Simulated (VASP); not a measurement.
# Se (P3_121) in VASP: notebook, part 2 of 2

VASP 6.6.1. Earlier steps stand in the parts before.

## Step 4: Single point, PBEsol

This run uses another cell than the first one, of 27.26 Å³/atom, 1.020 times its volume.

Contents of INCAR:

```
SYSTEM = Se
ALGO = Normal
EDIFF = 1E-6
ENCUT = 520
GGA = PS
ISIF = 2
ISMEAR = -1
LASPH = .TRUE.
LCHARG = .FALSE.
LREAL = .FALSE.
LWAVE = .FALSE.
NBANDS = 16
NELM = 60
PREC = Accurate
SIGMA = 0.05
```

Contents of KPOINTS:

```
k-points
0
G
  6 6 5
  0 0 0
```

Contents of POSCAR:

```
Se
1.0
    4.3662000000      0.0000000000      0.0000000000
   -2.1831000000      3.7812401180      0.0000000000
    0.0000000000      0.0000000000      4.9536000000
Se
3
Direct
    0.7746000000      0.7746000000      0.0000000000
    0.0000000000      0.2254000000      0.6666666667
    0.2254000000      0.0000000000      0.3333333333
```

Potentials or basis: VASP PAW PBE potentials, release 64 (Se).

Started as:

```sh
cat potpaw_PBE.64/Se/POTCAR > POTCAR
mpirun -np 1 vasp_std > vasp.out
```

OUTCAR:

```text
SYSTEM = Se
   EDIFF = 1E-6
   ENCUT = 520
   GGA = PS
   ISIF = 2
   ISMEAR = -1
   LASPH = .TRUE.
   LREAL = .FALSE.
   NELM = 60
   PREC = Accurate

 ion  position               nearest neighbor table
   1  0.775  0.775  0.000-   2 2.37   3 2.37
   2  0.000  0.225  0.667-   1 2.37   3 2.37
   3  0.225  0.000  0.333-   1 2.37   2 2.37

  LATTYP: Found a hexagonal cell.
 ALAT       =     4.3662000000
 C/A-ratio  =     1.1345334616

  Lattice vectors:

 A1 = (   4.3662000000,   0.0000000000,   0.0000000000)
 A2 = (  -2.1831000000,   3.7812401180,   0.0000000000)
 A3 = (   0.0000000000,   0.0000000000,   4.9536000000)

Analysis of symmetry for initial positions (statically):
=====================================================================
 Subroutine PRICEL returns:
 Original cell was already a primitive cell.

 Routine SETGRP: Setting up the symmetry group for a
 hexagonal supercell.

 Subroutine GETGRP returns: Found  6 space group operations
 (whereof  2 operations were pure point group operations)
 out of a pool of 24 trial point group operations.

The static configuration has the point symmetry C_2 .
 The point group associated with its full space group is D_3 .

Analysis of symmetry for dynamics (positions and initial velocities):
=====================================================================
 Subroutine PRICEL returns:
 Original cell was already a primitive cell.

 Routine SETGRP: Setting up the symmetry group for a
 hexagonal supercell.

 Subroutine GETGRP returns: Found  6 space group operations
 (whereof  2 operations were pure point group operations)
 out of a pool of 24 trial point group operations.

The dynamic configuration has the point symmetry C_2 .
 The point group associated with its full space group is D_3 .

 Subroutine INISYM returns: Found  6 space group operations
 (whereof  2 operations are pure point group operations),
 and found     1 'primitive' translations

[... 113 lines left out ...]
   IALGO  =     38    algorithm
   IMIX   =      4    mixing-type and parameters
     AMIX     =   0.40;   BMIX     =  1.00
     AMIX_MAG =   1.60;   BMIX_MAG =  1.00
  volume/ion in A,a.u.               =      27.26       183.96
  Fermi-wavevector in a.u.,A,eV,Ry     =   0.988430  1.867862 13.292817  0.976995
  Thomas-Fermi vector in A             =   2.119956
   LORBIT       =      0    0 simple, 1 ext, 2 COOP (PROOUT), +10 PAW based schemes
   GGA     = PS    functional components
   LHFCALC =     F    Hartree Fock is set to
   AEXX    =    0.0000 exact exchange contribution
   IVDW    =     0    specifies the selected vdW correction
   LEPSILON=     F    determine dielectric tensor
   LRPA    =     F    only Hartree local field effects (RPA)
 non-spin polarized calculation
  energy-cutoff  :      520.00
  volume of cell :       81.78
 maximum number of plane-waves:      2221
   NGX = 17   NGY = 17   NGZ = 19

 number of electron      18.0000001 magnetization

 Free energy of the ion-electron system (eV)
  ---------------------------------------------------
  ext. energy  EPLUGINS =         0.00000000
  ---------------------------------------------------
  free energy    TOTEN  =       -11.48594842 eV

  energy without entropy =      -11.48594802  energy(sigma->0) =      -11.48594822

 E-fermi :   3.1289     XC(G=0):  -9.0366

 val. band max:        2.4680536190   @ k =  -0.1667   0.5000   0.4000
 cond. band min:       3.6999291776   @ k =   0.0000   0.0000   0.4000
 fundamental gap:      1.2318755586
 Fermi energy:         3.1288717786

 k-point     1 :       0.0000    0.0000    0.0000
  band No.  band energies     occupation
      1     -13.3047      2.00000
      2      -9.1706      2.00000
      3      -9.1706      2.00000
      4      -1.2820      2.00000
      5      -1.2820      2.00000
      6      -1.2190      2.00000
[... 433 lines left out ...]
      3      -7.6661      2.00000
      4      -2.8018      2.00000
      5      -1.9154      2.00000
      6      -1.3096      2.00000
[... 8 lines left out ...]
     15      10.4055      0.00000
     16      10.7956      0.00000

 [... further k-points ...]

------------------------ aborting loop because EDIFF is reached ----------------------------------------

  FORCE on cell =-STRESS in cart. coord.  units (eV):
  Direction    XX          YY          ZZ          XY          YZ          ZX
  --------------------------------------------------------------------------------------
  -------------------------------------------------------------------------------------
  Total       -0.0755823     -0.0755823      0.7082910      0.0000000      0.0000000     -0.0000000
  in kB       -1.4807165     -1.4807165     13.8759744      0.0000000      0.0000000     -0.0000000
  external PRESSURE =       3.6381805 kB  Pullay stress =       0.0000000 kB

 VOLUME and BASIS-vectors are now :
 -----------------------------------------------------------------------------
  energy-cutoff  :      520.00
  volume of cell :       81.78
      direct lattice vectors                 reciprocal lattice vectors
     4.366200000  0.000000000  0.000000000     0.229032110  0.132231751  0.000000000
    -2.183100000  3.781240118  0.000000000     0.000000000  0.264463501  0.000000000
     0.000000000  0.000000000  4.953600000     0.000000000  0.000000000  0.201873385

 POSITION                                       TOTAL-FORCE (eV/Angst)
 -----------------------------------------------------------------------------------
      1.69103      2.92895      0.00000        -0.165743     -0.287076      0.000000
     -0.49207      0.85229      3.30240        -0.165743      0.287076      0.000000
      0.98414      0.00000      1.65120         0.331487     -0.000000     -0.000000
 -----------------------------------------------------------------------------------
    total drift:                                0.000000      0.000000      0.000000

  FREE ENERGIE OF THE ION-ELECTRON SYSTEM (eV)
  ---------------------------------------------------
  free  energy   TOTEN  =       -11.4859484236 eV

  energy  without entropy=      -11.4859480175  energy(sigma->0) =      -11.48594822
```

stdout:

```text
POSCAR found type information on POSCAR Se
 POSCAR found :  1 types and       3 ions
 scaLAPACK will be used
 -----------------------------------------------------------------------------
|                                                                             |
|                                                                             |
|     You enforced a specific xc type in the INCAR file but a different       |
|     I HOPE YOU KNOW WHAT YOU ARE DOING!                                     |
|                                                                             |
 -----------------------------------------------------------------------------

 LDA part: xc-table for (Slater+PW92), standard interpolation
 POSCAR, INCAR and KPOINTS ok, starting setup
 FFT: planning ... GRIDC
 FFT: planning ... GRID_SOFT
 FFT: planning ... GRID
 WAVECAR not read
 entering main loop
```

It took 50 s on 1 thread of AMD EPYC 7R13 (Zen 3), shared host; peak memory 0.16 GiB.

What came out:

```
Free energy            : -11.4859 eV
Pressure               : 0.4 GPa
Largest force          : 0.331 eV/Å
Band gap on the k mesh : 1.23 eV, indirect (least direct gap 1.46 eV)
```

Forces on the atoms (eV/Å):
```
Se  -0.166 -0.287  0.000
Se  -0.166  0.287  0.000
Se   0.331  0.000  0.000
```

Stress tensor (GPa, compression positive):
```
-0.15  0.00  0.00
 0.00 -0.15  0.00
 0.00  0.00  1.39
```

Caveat: the PAW data sets were made with another functional, which shifts forces and pressure a little.

## Step 5: Overview

| cell | gap on the mesh (eV) | pressure (GPa) | largest force (eV/Å) |
| --- | --- | --- | --- |
| a = 4.366, b = 4.366, c = 4.855 Å, angles 90.0, 90.0, 120.0°, 3 atoms | 1.19 | 2.1 | 0.59 |
| a = 4.366, b = 4.366, c = 4.904 Å, angles 90.0, 90.0, 120.0°, 3 atoms | 1.21 | 1.2 | 0.46 |
| a = 4.366, b = 4.366, c = 4.954 Å, angles 90.0, 90.0, 120.0°, 3 atoms | 1.23 | 0.4 | 0.33 |

Alike in all rows: task single point; level PBEsol; potentials or basis VASP PAW PBE potentials, release 64 (Se); no spin polarisation; k mesh 6 × 6 × 5; cutoff (eV) 520; smearing fermi-dirac 0.05 eV.

Caveats: the PAW data sets were made with another functional, which shifts forces and pressure a little.

Total energies depend on the potentials used, so only differences within one code and one set of settings carry meaning.
